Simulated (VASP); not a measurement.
## Na: single point with PBE

Crystal: Na.

```xyz
2
Lattice="3.7948 0.0000 0.0000 -1.8974 3.2864 0.0000 0.0000 0.0000 6.1030" Properties=species:S:1:pos:R:3 pbc="T T T"
Na   -0.4729    2.1909    1.5258
Na    2.3703    1.0955    4.5773
```

This cell differs from its parent crystal: atoms displaced along a vibrational mode, the cell strained.

```
Program             : VASP 6.6.1
Task                : single point
Functional          : PBE
Potentials or basis : VASP PAW PBE potentials, release 64 (Na_pv)
Cutoff              : 520 eV
k mesh              : 15 × 15 × 8
Occupations         : gaussian, width 0.15 eV
Spin                : no spin polarisation
```

* Pressure: -0.1 GPa
* Largest force: 0.116 eV/Å
* Band gap on the k mesh: zero (bands 7 and 8 overlap by 4.24 eV)

Forces on the atoms (eV/Å):
```
Na   0.082  0.083  0.000
Na  -0.082 -0.083  0.000
```

Stress tensor (GPa, compression positive):
```
-0.57  0.47  0.00
 0.47 -0.27  0.00
 0.00  0.00  0.47
```

Levels at points of the mesh, in eV from the Fermi level:
```csv
k point,band 3,band 4,band 5,band 6,band 7,band 8,band 9,band 10,band 11,band 12
"(0.00, 0.00, 0.00)",-24.97,-24.97,-24.96,-24.96,-3.24,0.60,1.02,9.62,9.68,10.08
"(0.00, 0.00, 0.50)",-24.97,-24.97,-24.96,-24.96,-2.20,-2.20,5.58,5.58,10.33,10.33
```

Wall time 2.9 min on 1 thread of Intel(R) Xeon(R) 6975P-C (Granite Rapids), with other jobs on the host, peak memory 0.52 GiB.

Caveat: the cell differs from its parent crystal (atoms displaced along a vibrational mode, the cell strained).
